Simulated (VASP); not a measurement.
Write the native input for VASP 6.6.1 that does the following.

- Task: single point
- Functional: PBEsol
- Potentials or basis: VASP PAW PBE potentials, release 64 (Hf_pv)
- Cutoff: 500 eV
- k mesh: 18 × 18 × 18
- Occupations: gaussian, width 0.15 eV
- Spin: no spin polarisation
- Dipole correction: no
- Further INCAR settings: ALGO = Normal; EDIFF = 1e-06; NBANDS = 11

The structure of Hf lies in POSCAR:

```
Hf
1.0
    0.0000000000      2.0424000000      2.0424000000
    2.0424000000      0.0000000000      2.0424000000
    2.0424000000      2.0424000000      0.0000000000
Hf
1
Direct
    0.0000000000      0.0000000000      0.0000000000
```

This cell differs from its parent crystal: strain -0.080 along x and y, -0.080 along z.

These files were run (other wordings do the same):

INCAR

```
PREC = Accurate
ENCUT = 500
EDIFF = 1E-6
ISMEAR = 0
SIGMA = 0.15
LREAL = F
LASPH = T
NELM = 120
ALGO = Normal
ISIF = 2
LWAVE = F
LCHARG = F
GGA = PS
NBANDS = 11
GGA_COMPAT = F
```

KPOINTS

```
Automatic mesh
0
Gamma
  18 18 18
```

Potentials or basis: VASP PAW PBE potentials, release 64 (Hf_pv).

Command:

```console
$ cat potpaw_PBE.64/Hf_pv/POTCAR > POTCAR
$ mpirun -np 1 vasp_std > vasp.out
```

It gave:

```json
{"Pressure": "37.6 GPa", "Band gap on the k mesh": "zero (band 5 reaches 8.05 eV, above the bottom of band 6 at 5.79 eV)"}
```

Caveat: the cell differs from its parent crystal (strain -0.080 along x and y, -0.080 along z); the PAW data sets were made with another functional, which shifts forces and pressure a little; spin-orbit coupling is left out, which moves the levels of the heavy elements.

It took 11 s on 1 thread of Intel Xeon 6975P-C, with other jobs on the host, peak memory 0.17 GiB.
